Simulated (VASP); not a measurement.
## Ta: single point with PBE

Crystal: Ta.

```xyz
2
Lattice="-2.2103 2.2103 1.2087 2.2103 -2.2103 1.2087 2.2103 2.2103 -1.2087" Properties=species:S:1:pos:R:3 pbc="T T T"
Ta    0.0000   -1.1052   -0.3022
Ta    0.0000    1.1052    0.3022
```

| Property | Result |
| --- | --- |
| Program | VASP 6.6.1 |
| Task | single point |
| Functional | PBE |
| Potentials or basis | VASP PAW PBE potentials, release 64 (Ta_sv_GW) |
| Cutoff | 500 eV |
| k mesh | 17 × 17 × 17 |
| Occupations | fermi-dirac, width 0.1 eV |
| Spin | no spin polarisation |
| Dipole correction | no |
| Further INCAR settings | ALGO = Normal; EDIFF = 1e-06; NBANDS = 20 |

* Pressure: 216.5 GPa
* Band gap on the k mesh: zero (bands 13 and 14 overlap by 2.36 eV)

Stress tensor (GPa, compression positive):
```
216.71   0.00   0.00
  0.00 216.71   0.00
  0.00   0.00 216.03
```

Levels at points of the mesh, in eV from the Fermi level:
```csv
k point,band 9,band 10,band 11,band 12,band 13,band 14,band 15,band 16,band 17,band 18
"(0.00, 0.00, 0.00)",-9.70,-8.99,-4.93,-4.19,-2.84,3.34,3.34,3.80,3.80,10.84
```

It took 90 s on 1 thread of AMD EPYC 9R45 96-Core Processor (Zen 5), on a shared host, peak memory 0.24 GiB.

Caveat: the cell stands under pressure; spin-orbit coupling is left out, which moves the levels of the heavy elements.
